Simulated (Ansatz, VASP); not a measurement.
Two plane-wave programs on Zr3S2

```
CELL_PARAMETERS angstrom
4.98862 0.00000 0.00000
-2.49431 4.32027 0.00000
0.00000 0.00000 4.86222
ATOMIC_POSITIONS crystal
Zr 0.33333 0.66667 0.50000
Zr 0.66667 0.33333 0.50000
Zr 0.00000 0.00000 0.00000
S 0.33333 0.66667 0.00000
S 0.66667 0.33333 0.00000
```

Alike in both runs: functional PBE; k mesh 12 × 12 × 8; occupations gaussian, width 0.1 eV; no spin polarisation.

Ansatz relaxed the structure, and its values are those at the end. VASP's run is a single point on that final structure, the one shown.

```csv
,VASP,Ansatz
version,VASP 6.6.1,Ansatz 0.2.0
potentials or method,"VASP PAW PBE potentials, release 64 (Zr_sv, S), cutoff 520 eV","scalar-relativistic, plane waves, PAW"
valence electrons in the cell,48,48
```

|  | VASP | Ansatz | Ansatz less VASP |
| --- | --- | --- | --- |
| gap on the k mesh at the Fermi level (eV) | none | none | - |
| pressure (GPa) | 0.0 | 0.0 | 0.00 |

A gap of «none» marks a metal or a gap that the smearing closes. With one functional, cell and mesh, what is left measures potentials, basis and numerics. Ansatz's warnings: force scf threshold loose, stress scf threshold loose.
